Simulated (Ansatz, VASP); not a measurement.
## Ge: VASP beside Ansatz

```xyz
6
Lattice="2.5801 -5.5027 0.0000 2.5801 5.5027 0.0000 0.0000 0.0000 3.6671" Properties=species:S:1:pos:R:3 pbc="T T T"
Ge    1.0928    1.2090    1.8335
Ge    4.0673   -1.2090    1.8335
Ge    1.0928   -1.2090    1.8335
Ge    4.0673    1.2090    1.8335
Ge    1.2900    2.7514    0.0000
Ge    1.2900   -2.7514    0.0000
```

Alike in both runs: task relaxation of cell and atoms; functional PBE; k mesh 4 × 4 × 6; occupations gaussian, width 0.1 eV; no spin polarisation.

```csv
,VASP,Ansatz
version,VASP 6.6.1,Ansatz 0.2.0
potentials or method,"VASP PAW PBE potentials, release 64 (Ge_d), cutoff 600 eV","scalar-relativistic, plane waves, PAW"
valence electrons in the cell,84,84
```

```csv
,VASP,Ansatz,Ansatz less VASP
"gap on the k mesh at the Fermi level, each at its own relaxed structure (eV)",none,none,-
relaxed volume (Å³/atom),21.67,21.64,-0.030
relaxed length of the cell vector where the two differ most in proportion (Å),3.825,3.812,-0.0128
```

A gap of «none» marks a metal or a gap that the smearing closes.

Noted on VASP's run: the volume moved by over 15 % at a fixed basis, so the end points are rough.
